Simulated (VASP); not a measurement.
# SnO (P4/nmm) in VASP: vibrations by perturbation theory with PBE

Aim: the vibrations by perturbation theory of SnO with PBE.

Everything below comes from runs of VASP 6.6.1. Logs are shortened: lines on timing, memory, paths and dates and some standing lists are left out, and cuts for length are marked.

**1. The cell of the first run**

The structure is tetragonal, space group P4/nmm (No. 129). Conventional cell: a = 3.868 Å, b = 3.868 Å, c = 5.073 Å, α = 90.00°, β = 90.00°, γ = 90.00°. Within 3.0 Å of Sn (site symmetry 4mm) lie 4 O at 2.25 Å. O (site symmetry -4m2) has 4 Sn at 2.25 Å and 4 O at 2.74 Å within 3.0 Å.

**2. Vibrations by perturbation theory, PBE**

Contents of INCAR:

```
SYSTEM = SnO
  PREC = Accurate
  ENCUT = 520
  EDIFF = 1E-8
  ISMEAR = 0
  SIGMA = 0.01
  LREAL = .False.
  LASPH = .True.
  NELM = 80
  ALGO = Normal
  ISIF = 2
  LWAVE = .False.
  LCHARG = .True.
  GGA = PE
  NBANDS = 28
  IBRION = 8
  NSW = 1
  LEPSILON = .True.
  KPAR = 4
```

Contents of KPOINTS:

```
Automatic mesh
0
Gamma
  10 10 8
  0 0 0
```

Contents of POSCAR:

```
SnO
1.0
    3.8680094233      0.0000000000      0.0000000000
    0.0000000000      3.8680094233      0.0000000000
    0.0000000000      0.0000000000      5.0728180942
Sn O
2 2
Direct
    0.5000000000      0.0000000000      0.2285271995
    0.0000000000      0.5000000000      0.7714728005
    0.0000000000      0.0000000000      0.0000000000
    0.5000000000      0.5000000000      0.0000000000
```

Potentials or basis: VASP PAW PBE potentials, release 64 (Sn_d, O).

Run with:

```
$ cat potpaw_PBE.64/Sn_d/POTCAR potpaw_PBE.64/O/POTCAR > POTCAR
$ mpirun -np 4 vasp_std > vasp.out
```

OUTCAR:

```text
SYSTEM = SnO
   PREC = Accurate
   ENCUT = 520
   EDIFF = 1E-8
   ISMEAR = 0
   LREAL = .False.
   LASPH = .True.
   NELM = 80
   ISIF = 2
   GGA = PE
   IBRION = 8
   NSW = 1
   LEPSILON = .True.

 ion  position               nearest neighbor table
   1  0.500  0.000  0.229-   3 2.25   4 2.25   4 2.25   3 2.25   2 3.59   2 3.59   2 3.59   2 3.59

   2  0.000  0.500  0.771-   3 2.25   4 2.25   3 2.25   4 2.25   1 3.59   1 3.59   1 3.59   1 3.59

   3  0.000  0.000  0.000-   1 2.25   2 2.25   2 2.25   1 2.25
   4  0.500  0.500  0.000-   1 2.25   2 2.25   1 2.25   2 2.25

  LATTYP: Found a simple tetragonal cell.
 ALAT       =     3.8680094233
 C/A-ratio  =     1.3114802833

  Lattice vectors:

 A1 = (   3.8680094233,   0.0000000000,   0.0000000000)
 A2 = (   0.0000000000,   3.8680094233,   0.0000000000)
 A3 = (   0.0000000000,   0.0000000000,   5.0728180942)

Analysis of symmetry for initial positions (statically):
=====================================================================
 Subroutine PRICEL returns:
 Original cell was already a primitive cell.

 Routine SETGRP: Setting up the symmetry group for a
 simple tetragonal supercell.

 Subroutine GETGRP returns: Found 16 space group operations
 (whereof  8 operations were pure point group operations)
 out of a pool of 16 trial point group operations.

The static configuration has the point symmetry D_2d.
 The point group associated with its full space group is D_4h.

Analysis of symmetry for dynamics (positions and initial velocities):
=====================================================================
 Subroutine PRICEL returns:
 Original cell was already a primitive cell.

 Routine SETGRP: Setting up the symmetry group for a
 simple tetragonal supercell.
[... 1021 lines left out ...]
 ---------------------------------------------------------------------------------
 ion    1
    1     3.03621     0.00000    -0.00000
    2     0.00000     3.03621     0.00000
    3     0.00000     0.00000     2.73488
 ion    2
    1     3.03621     0.00000     0.00000
    2     0.00000     3.03621     0.00000
    3     0.00000     0.00000     2.73488
 ion    3
    1    -3.03621     0.00000     0.00000
    2     0.00000    -3.03621     0.00000
    3     0.00000     0.00000    -2.73488
 ion    4
    1    -3.03621     0.00000    -0.00000
    2     0.00000    -3.03621     0.00000
    3     0.00000     0.00000    -2.73488

 INTERNAL STRAIN TENSOR FOR ION    4 for displacements in x,y,z  (eV/Angst):
          X           Y           Z          XY          YZ          ZX
  --------------------------------------------------------------------------------
  x     0.00000     0.00000     0.00000     0.00000     0.00000    -3.34836
  y     0.00000     0.00000     0.00000     0.00000     2.78535     0.00000
  z    -6.24320     6.24320     0.00000     0.00000     0.00000     0.00000

 SECOND DERIVATIVES (NOT SYMMETRIZED)
 ------------------------------------
               1X          1Y          1Z          2X          2Y          2Z          3X          3Y          3Z          4X          4Y          4Z
  1X    -4.036119    0.000000    0.000000    0.957254    0.000000    0.000000    2.172798    0.000000    0.000000    0.906068    0.000000    0.000000
  1Y     0.000000   -4.036119    0.000000    0.000000    0.957254    0.000000    0.000000    0.906068    0.000000    0.000000    2.172798    0.000000
  1Z     0.000000    0.000000  -12.422557    0.000000    0.000000    5.199210    0.000000    0.000000    3.611673    0.000000    0.000000    3.611673
  2X     0.957254    0.000000    0.000000   -4.036119    0.000000    0.000000    0.906068    0.000000    0.000000    2.172798    0.000000    0.000000
  2Y     0.000000    0.957254    0.000000    0.000000   -4.036119    0.000000    0.000000    2.172798    0.000000    0.000000    0.906068    0.000000
  2Z     0.000000    0.000000    5.199210    0.000000    0.000000  -12.422557    0.000000    0.000000    3.611673    0.000000    0.000000    3.611673
  3X     2.196447    0.000000    0.000000    0.939854    0.000000    0.000000   -7.080307    0.000000    0.000000    3.944006    0.000000    0.000000
  3Y     0.000000    0.939854    0.000000    0.000000    2.196447    0.000000    0.000000   -7.080307    0.000000    0.000000    3.944006    0.000000
  3Z     0.000000    0.000000    3.625658    0.000000    0.000000    3.625658    0.000000    0.000000   -6.838231    0.000000    0.000000   -0.413086
  4X     0.939854    0.000000    0.000000    2.196447    0.000000    0.000000    3.944006    0.000000    0.000000   -7.080307    0.000000    0.000000
  4Y     0.000000    2.196447    0.000000    0.000000    0.939854    0.000000    0.000000    3.944006    0.000000    0.000000   -7.080307    0.000000
  4Z     0.000000    0.000000    3.625658    0.000000    0.000000    3.625658    0.000000    0.000000   -0.413086    0.000000    0.000000   -6.838231

 Eigenvectors and eigenvalues of the dynamical matrix
 ----------------------------------------------------

   1 f  =   12.988935 THz    81.611887 2PiTHz  433.264244 cm-1    53.717896 meV
             X         Y         Z           dx          dy          dz
      1.934005  0.000000  1.159277    -0.029607   -0.010890   -0.000000
      0.000000  1.934005  3.913541     0.029607    0.010890   -0.000000
      0.000000  0.000000  0.000000     0.662982   -0.243844   -0.000000
      1.934005  1.934005  0.000000    -0.662982    0.243844    0.000000
[... 71 lines left out ...]
  12 f/i=    0.021866 THz     0.137387 2PiTHz    0.729367 cm-1     0.090430 meV
             X         Y         Z           dx          dy          dz
      1.934005  0.000000  1.159277    -0.631192   -0.207767   -0.000000
      0.000000  1.934005  3.913541    -0.631192   -0.207767   -0.000000
      0.000000  0.000000  0.000000    -0.229603   -0.075578   -0.000000
      1.934005  1.934005  0.000000    -0.229603   -0.075578   -0.000000

--------------------------------------------------------------------------------------------------------

 MACROSCOPIC STATIC DIELECTRIC TENSOR IONIC CONTRIBUTION
 ------------------------------------------------------
          14.144745    -0.000000     0.000000
          -0.000000    14.144745    -0.000000
           0.000000    -0.000000     4.927964
 ------------------------------------------------------

 ELASTIC MODULI CONTR FROM IONIC RELAXATION (kBar)
 Direction    XX          YY          ZZ          XY          YZ          ZX
 --------------------------------------------------------------------------------
 XX        -540.5377    -28.2920   -464.7957      0.0000      0.0000      0.0000
 YY         -28.2920   -540.5377   -464.7957      0.0000      0.0000      0.0000
 ZZ        -464.7957   -464.7957   -759.5770      0.0000      0.0000      0.0000
 XY           0.0000      0.0000      0.0000      0.0000      0.0000      0.0000
 YZ           0.0000      0.0000      0.0000      0.0000   -219.4377     -0.0000
 ZX           0.0000      0.0000      0.0000      0.0000     -0.0000   -308.7715
 --------------------------------------------------------------------------------

 PIEZOELECTRIC TENSOR IONIC CONTR  for field in x, y, z        (C/m^2)
          XX          YY          ZZ          XY          YZ          ZX
  --------------------------------------------------------------------------------
  x     0.00000     0.00000     0.00000     0.00000     0.00000     0.00000
  y    -0.00000    -0.00000    -0.00000     0.00000    -0.00000     0.00000
  z    -0.00000     0.00000    -0.00000     0.00000     0.00000     0.00000
```

OSZICAR:

```text
N       E                     dE             d eps       ncg     rms          rms(c)
DAV:   1     0.419294419830E+03    0.41929E+03   -0.19963E+04  6060   0.213E+03
DAV:   2     0.383241165151E+02   -0.38097E+03   -0.36652E+03  6164   0.535E+02
DAV:   3    -0.233585411541E+02   -0.61683E+02   -0.60492E+02  6772   0.180E+02
DAV:   4    -0.264708390826E+02   -0.31123E+01   -0.30966E+01  6668   0.434E+01
[... 226 lines left out ...]
RMM:  10    -0.373732461134E+00    0.65373E-07   -0.19383E-07 17413   0.227E-04    0.382E-05
RMM:  11    -0.373732452481E+00    0.86533E-08   -0.10842E-07 19544   0.772E-05    0.187E-05
RMM:  12    -0.373732608905E+00   -0.15642E-06   -0.50734E-08 19173   0.321E-05    0.489E-06
RMM:  13    -0.373732620282E+00   -0.11377E-07   -0.50197E-08 20147   0.133E-05    0.205E-06
RMM:  14    -0.373732620899E+00   -0.61685E-09    0.14727E-08 19484   0.704E-06    0.749E-07
 Linear response finished
```

stdout:

```text
POSCAR found type information on POSCAR SnO
 POSCAR found :  2 types and       4 ions
 scaLAPACK will be used
 LDA part: xc-table for (Slater+PW92), standard interpolation
 POSCAR, INCAR and KPOINTS ok, starting setup
 FFT: planning ... GRIDC
 FFT: planning ... GRID_SOFT
[... 101 lines left out ...]
 onal to |phi(0)> (1.071842632104081E-004,-1.507474700623845E-015)
 LRF_COMMUTATOR internal error: the vector H(1)-e(1) S(1) |phi(0)> is not orthog
 onal to |phi(0)> (-1.158824495390842E-004,-1.210056360667622E-014)
 LRF_COMMUTATOR internal error: the vector H(1)-e(1) S(1) |phi(0)> is not orthog
 onal to |phi(0)> (1.158824504422784E-004,-4.168106831903273E-014)
 LRF_COMMUTATOR internal error: the vector H(1)-e(1) S(1) |phi(0)> is not orthog
 onal to |phi(0)> (-1.210118831855705E-004,-4.639691408847568E-014)
 LRF_COMMUTATOR internal error: the vector H(1)-e(1) S(1) |phi(0)> is not orthog
 onal to |phi(0)> (1.210118835173329E-004,-2.788741459980315E-014)
 LRF_COMMUTA
```

Wall time 17 min (4 MPI ranks of Oxide Virtual Turin-like, shared host); peak memory 1.1 GiB.

What came out:

```yaml
Electronic_dielectric_tensor_diagonal: 7.29, 7.29, 6.76
Born_charges_mean_of_the_diagonal: Sn +2.94; O -2.94 e
Highest_phonon_frequency_at_Γ_LO-TO_splitting_left_out: 433 cm⁻¹
```

Phonon frequencies in cm⁻¹ (negative: imaginary):
```csv
q point,frequencies
"(0.000, 0.000, 0.000)",-1 -1 0 105 105 201 246 246 330 374 433 433
```

Electronic dielectric tensor:
```
7.29 0.00 0.00
0.00 7.29 0.00
0.00 0.00 6.76
```

Born effective charge tensors (e):
atom 1, Sn
```
3.04 0.00 0.00
0.00 3.04 0.00
0.00 0.00 2.73
```
atom 2, Sn
```
3.04 0.00 0.00
0.00 3.04 0.00
0.00 0.00 2.73
```
atom 3, O
```
-3.04  0.00  0.00
 0.00 -3.04  0.00
 0.00  0.00 -2.73
```
atom 4, O
```
-3.04  0.00  0.00
 0.00 -3.04  0.00
 0.00  0.00 -2.73
```

Caveat: spin-orbit coupling is left out, which moves the levels of the heavy elements.
